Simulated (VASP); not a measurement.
# TiO (P-6m2) in VASP: a series of runs

The runs below take TiO through single point, relaxation of shape and atoms at fixed volume, with r2SCAN.

Program: VASP 6.6.1. These are calculated values, not measurements. Logs are shortened: lines on timing, memory, paths and dates and some standing lists are left out, and cuts for length are marked.

**1. The cell of the first run**

The structure is hexagonal, space group P-6m2 (No. 187). Conventional cell: a = 3.031 Å, b = 3.031 Å, c = 3.238 Å, α = 90.00°, β = 90.00°, γ = 120.00°. Within 3.1 Å of Ti (site symmetry -6m2) lie 6 O at 2.38 Å and 6 Ti at 3.03 Å. O (site symmetry -6m2) has 6 Ti at 2.38 Å and 6 O at 3.03 Å within 3.1 Å.

**2. Single point, r2SCAN**

File POSCAR:

```
TiO
1.0
    3.0309987015      0.0000000000      0.0000000000
   -1.5154993507      2.6249218743      0.0000000000
    0.0000000000      0.0000000000      3.2377000000
Ti O
1 1
Direct
    0.6666666667      0.3333333333      0.0000000000
    0.0000000000      0.0000000000      0.5000000000
```

File INCAR.step1:

```
SYSTEM = TiO
PREC = Accurate
ENCUT = 520
ISMEAR = 0
SIGMA = 0.1
LREAL = .False.
LASPH = .True.
NELM = 60
NBANDS = 16
GGA = PE
ALGO = Normal
EDIFF = 1E-4
LWAVE = .True.
LCHARG = .False.
```

File INCAR.step2:

```
SYSTEM = TiO
PREC = Accurate
ENCUT = 520
EDIFF = 1E-6
ISMEAR = 0
SIGMA = 0.1
LREAL = .False.
LASPH = .True.
NELM = 60
ALGO = Normal
ISIF = 2
LWAVE = .False.
LCHARG = .False.
METAGGA = R2SCAN
LMIXTAU = .True.
NBANDS = 16
ISTART = 1
```

File KPOINTS:

```
Automatic mesh
0
Gamma
  18 18 14
  0 0 0
```

Potentials or basis: VASP PAW PBE potentials, release 64 (Ti_sv, O).

Command:

```bash
$ cat potpaw_PBE.64/Ti_sv/POTCAR potpaw_PBE.64/O/POTCAR > POTCAR
$ cp INCAR.step1 INCAR
$ mpirun -np 1 vasp_std > vasp.out
$ cp INCAR.step2 INCAR
$ mpirun -np 1 vasp_std > vasp.out
```

OUTCAR:

```text
SYSTEM = TiO
   PREC = Accurate
   ENCUT = 520
   EDIFF = 1E-6
   ISMEAR = 0
   LREAL = .False.
   LASPH = .True.
   NELM = 60
   ISIF = 2
   METAGGA = R2SCAN
   ISTART = 1

 ion  position               nearest neighbor table
   1  0.667  0.333  0.000-   2 2.38   2 2.38   2 2.38   2 2.38   2 2.38   2 2.38
   2  0.000  0.000  0.500-   1 2.38   1 2.38   1 2.38   1 2.38   1 2.38   1 2.38

  LATTYP: Found a hexagonal cell.
 ALAT       =     3.0309987015
 C/A-ratio  =     1.0681957727

  Lattice vectors:

 A1 = (   3.0309987015,   0.0000000000,   0.0000000000)
 A2 = (  -1.5154993507,   2.6249218743,   0.0000000000)
 A3 = (   0.0000000000,   0.0000000000,   3.2377000000)

Analysis of symmetry for initial positions (statically):
=====================================================================
 Subroutine PRICEL returns:
 Original cell was already a primitive cell.

 Routine SETGRP: Setting up the symmetry group for a
 hexagonal supercell.

 Subroutine GETGRP returns: Found 12 space group operations
 (whereof 12 operations were pure point group operations)
 out of a pool of 24 trial point group operations.

The static configuration has the point symmetry D_3h.

Analysis of symmetry for dynamics (positions and initial velocities):
=====================================================================
 Subroutine PRICEL returns:
 Original cell was already a primitive cell.

 Routine SETGRP: Setting up the symmetry group for a
 hexagonal supercell.

 Subroutine GETGRP returns: Found 12 space group operations
 (whereof 12 operations were pure point group operations)
 out of a pool of 24 trial point group operations.

The dynamic configuration has the point symmetry D_3h.

 Subroutine INISYM returns: Found 12 space group operations
 (whereof 12 operations are pure point group operations),
 and found     1 'primitive' translations

----------------------------------------------------------------------------------------

                                     Primitive cell

  volume of cell :      25.7596

  direct lattice vectors                    reciprocal lattice vectors
     3.030998702  0.000000000  0.000000000     0.329924259  0.190481860  0.000000000
    -1.515499351  2.624921874  0.000000000     0.000000000  0.380963719  0.000000000
     0.000000000  0.000000000  3.237700000     0.000000000  0.000000000  0.308861229

[... 75 lines left out ...]
   ISTART =      1    job   : 0-new  1-cont  2-samecut
   ICHARG =      0    charge: 1-file 2-atom 10-const
   ISPIN  =      1    spin polarized calculation?
   LNONCOLLINEAR =      F non collinear calculations
   LSORBIT =      F    spin-orbit coupling
   LASPH  =      T    aspherical Exc in radial PAW
   ENCUT  =  520.0 eV  38.22 Ry    6.18 a.u.   5.64  5.64  6.02*2*pi/ulx,y,z
   NELM   =     60;   NELMIN=  2; NELMDL=  0     # of ELM steps
   EDIFF  = 0.1E-05   stopping-criterion for ELM
   LREAL  =      F    real-space projection
   EDIFFG = 0.1E-04   stopping-criterion for IOM
   NSW    =      0    number of steps for IOM
   IBRION =     -1    ionic relax: 0-MD 1-quasi-New 2-CG
   NFREE  =      0    steps in history (QN), initial steepest desc. (CG)
   ISIF   =      2    stress and relaxation
   ISYM   =      2    0-nonsym 1-usesym 2-fastsym
   POTIM  = 0.5000    time-step for ionic-motion
   TEBEG  =    0.0;   TEEND  =   0.0 temperature during run
   PSTRESS=    0.0 pullay stress
   NELECT =      18.0000    total number of electrons
   NUPDOWN=      -1.0000    fix difference up-down
   EMIN   =  10.00;   EMAX   =-10.00  energy-range for DOS
   EFERMI =   0.00;   METHOD = LEGACY
   ISMEAR =     0;   SIGMA  =   0.10  broadening in eV -4-tet -1-fermi 0-gaus
   EFERMI_NEDOS =   21; number of points for ismear=-14 and -15
   IALGO  =     38    algorithm
   IMIX   =      4    mixing-type and parameters
     AMIX     =   0.40;   BMIX     =  1.00
     AMIX_MAG =   1.60;   BMIX_MAG =  1.00
  volume/ion in A,a.u.               =      12.88        86.92
  Fermi-wavevector in a.u.,A,eV,Ry     =   1.452734  2.745269 28.714224  2.110436
  Thomas-Fermi vector in A             =   2.570082
   LORBIT       =      0    0 simple, 1 ext, 2 COOP (PROOUT), +10 PAW based schemes
   METAGGA = R2SCAN    functional components
   LHFCALC =     F    Hartree Fock is set to
   AEXX    =    0.0000 exact exchange contribution
   IVDW    =     0    specifies the selected vdW correction
   LEPSILON=     F    determine dielectric tensor
   LRPA    =     F    only Hartree local field effects (RPA)
 non-spin polarized calculation
 Gauss-broadening in eV      SIGMA  =   0.10
  energy-cutoff  :      520.00
  volume of cell :       25.76
 maximum number of plane-waves:       721
 NGX is ok and might be reduce to    24
   NGX = 11   NGY = 11   NGZ = 13

 number of electron      18.0000004 magnetization

 Free energy of the ion-electron system (eV)
  ---------------------------------------------------
  ext. energy  EPLUGINS =         0.00000000
  ---------------------------------------------------
  free energy    TOTEN  =       -23.29218847 eV

  energy without entropy =      -23.29214380  energy(sigma->0) =      -23.29216614

 E-fermi :   7.5696     XC(G=0): -11.9796

 val. band max:        7.5148253769   @ k =   0.0000   0.0000   0.5000
 cond. band min:       7.6845077830   @ k =   0.0000   0.0000   0.5000
 fundamental gap:      0.1696824061
 Fermi energy:         7.5695891869

 k-point     1 :       0.0000    0.0000    0.0000
  band No.  band energies     occupation
      1     -52.8741      2.00000
      2     -28.0961      2.00000
      3     -27.8148      2.00000
      4     -27.8148      2.00000
      5     -13.2891      2.00000
      6       2.8637      2.00000
[... 433 lines left out ...]
      3     -28.0477      2.00000
      4     -27.9206      2.00000
      5     -12.5649      2.00000
      6       0.7495      2.00000
[... 8 lines left out ...]
     15      17.0952      0.00000
     16      20.7916      0.00000

 [... further k-points ...]
[... 5 lines left out ...]
  --------------------------------------------------------------------------------------
  -------------------------------------------------------------------------------------
  Total       -5.1704820     -5.1704820     -8.5623931     -0.0000000      0.0000000     -0.0000000
  in kB     -321.5902496   -321.5902496   -532.5581170     -0.0000000      0.0000000     -0.0000000
  external PRESSURE =    -391.9128721 kB  Pullay stress =       0.0000000 kB

 VOLUME and BASIS-vectors are now :
 -----------------------------------------------------------------------------
  energy-cutoff  :      520.00
  volume of cell :       25.76
      direct lattice vectors                 reciprocal lattice vectors
     3.030998702  0.000000000  0.000000000     0.329924259  0.190481860  0.000000000
    -1.515499351  2.624921874  0.000000000     0.000000000  0.380963719  0.000000000
     0.000000000  0.000000000  3.237700000     0.000000000  0.000000000  0.308861229

 POSITION                                       TOTAL-FORCE (eV/Angst)
 -----------------------------------------------------------------------------------
      1.51550      0.87497      0.00000         0.000000      0.000000      0.000000
      0.00000      0.00000      1.61885        -0.000000     -0.000000      0.000000
 -----------------------------------------------------------------------------------
    total drift:                               -0.000001      0.000000      0.000000

  FREE ENERGIE OF THE ION-ELECTRON SYSTEM (eV)
  ---------------------------------------------------
  free  energy   TOTEN  =       -23.2921884749 eV

  energy  without entropy=      -23.2921438032  energy(sigma->0) =      -23.29216614
```

It took 7.8 min on 1 thread of Intel Xeon 8259CL, shared host; peak memory 0.24 GiB.

What came out:

- Free energy: -23.2922 eV
- Pressure: -39.2 GPa
- Band gap on the k mesh: 0.17 eV

Caveat: the stress differs along the axes, from -53 to -32 GPa; semilocal functionals underestimate gaps, and a narrow one can read as zero; the PAW data sets were made with another functional, which shifts forces and pressure a little. A k mesh can miss the band edges.

**3. Relaxation of shape and atoms at fixed volume, r2SCAN (8.44 Å³/atom)**

This run uses another cell than the first one, of 8.44 Å³/atom.

File POSCAR:

```
TiO
1.0
    2.6801452144      0.0000000000      0.0000000000
   -1.3400726072      2.3210738416      0.0000000000
    0.0000000000      0.0000000000      2.7140660355
Ti O
1 1
Direct
    0.6666666667      0.3333333333      0.0000000000
    0.0000000000      0.0000000000      0.5000000000
```

File INCAR.step1:

```
PREC     = Accurate       # precision mode
ENCUT    = 600            # plane-wave cutoff, eV
ISMEAR   = 0              # smearing method
SIGMA    = 0.1            # smearing width, eV
LREAL    = False          # projectors in reciprocal space
LASPH    = True           # aspherical terms in the spheres
NELM     = 80             # most SCF steps
GGA      = PE             # functional
ALGO     = Normal         # electronic algorithm
EDIFF    = 1E-4           # SCF threshold, eV
LWAVE    = True           # write WAVECAR
LCHARG   = False          # write CHGCAR
```

File INCAR.step2:

```
PREC     = Accurate       # precision mode
ENCUT    = 600            # plane-wave cutoff, eV
EDIFF    = 1E-6           # SCF threshold, eV
ISMEAR   = 0              # smearing method
SIGMA    = 0.1            # smearing width, eV
LREAL    = False          # projectors in reciprocal space
LASPH    = True           # aspherical terms in the spheres
NELM     = 80             # most SCF steps
ALGO     = Normal         # electronic algorithm
ISIF     = 4              # what is computed and relaxed
LWAVE    = False          # write WAVECAR
LCHARG   = False          # write CHGCAR
METAGGA  = R2SCAN         # meta-GGA
LMIXTAU  = True         
IBRION   = 2              # ionic algorithm
NSW      = 50             # ionic steps
EDIFFG   = -0.01          # ionic threshold
ISTART   = 1
```

File KPOINTS:

```
regular mesh
0
Gamma
  18 18 14
```

Potentials or basis: VASP PAW PBE potentials, release 64 (Ti_sv, O).

Command:

```bash
$ cat potpaw_PBE.64/Ti_sv/POTCAR potpaw_PBE.64/O/POTCAR > POTCAR
$ cp INCAR.step1 INCAR
$ mpirun -np 1 vasp_std > vasp.out
$ cp INCAR.step2 INCAR
$ mpirun -np 1 vasp_std > vasp.out
```

Run time: 12 min. Hardware: 1 thread of Intel Xeon 8259CL, shared host; peak memory 0.22 GiB.

Results (log left out):

| Quantity | Value |
| --- | --- |
| Free energy | -24.0710 eV |
| Energy gained by relaxing | 0.2 meV/atom |
| Ionic steps | 3 |
| Pressure after relaxing | 45.1 GPa |
| Band gap on the k mesh | zero (bands 9 and 10 overlap by 0.03 eV) |

Step by step:
```csv
step,energy change (eV),largest force (eV/Å),pressure (GPa),volume (Å³)
1,0.0000,0.0000,45.25,16.88
2,-0.0003,0.0000,45.06,16.88
3,-0.0004,0.0000,45.11,16.88
```

Final structure:
```yaml
crystal:
  lattice:
    - [2.67605, 0.00000, 0.00000]
    - [-1.33802, 2.31752, 0.00000]
    - [0.00000, 0.00000, 2.72239]
  atoms:
    - { symbol: Ti, position: [0.66667, 0.33333, 0.00000] }
    - { symbol: O, position: [0.00000, 0.00000, 0.50000] }
```

Levels at points of the mesh, in eV from the Fermi level:
```
           k point  band 7  band 8  band 9  band 10  band 11  band 12
(0.00, 0.00, 0.00)   -6.57   -6.31   -3.61     2.03     2.03     2.78
(0.50, 0.00, 0.00)   -7.76   -6.20   -3.07     2.14     2.60     3.54
(0.00, 0.00, 0.50)   -6.17   -6.17    0.00     0.00     0.72     2.55
(0.50, 0.00, 0.50)   -9.11   -7.75   -0.95     2.61     3.59     3.66
```

Caveat: the PAW data sets were made with another functional, which shifts forces and pressure a little; semilocal functionals often make such compounds metallic where correlation or magnetic order opens a gap, which also shifts bond lengths.

The gap in the log of VASP goes by the Fermi energy; the results here count the filled bands.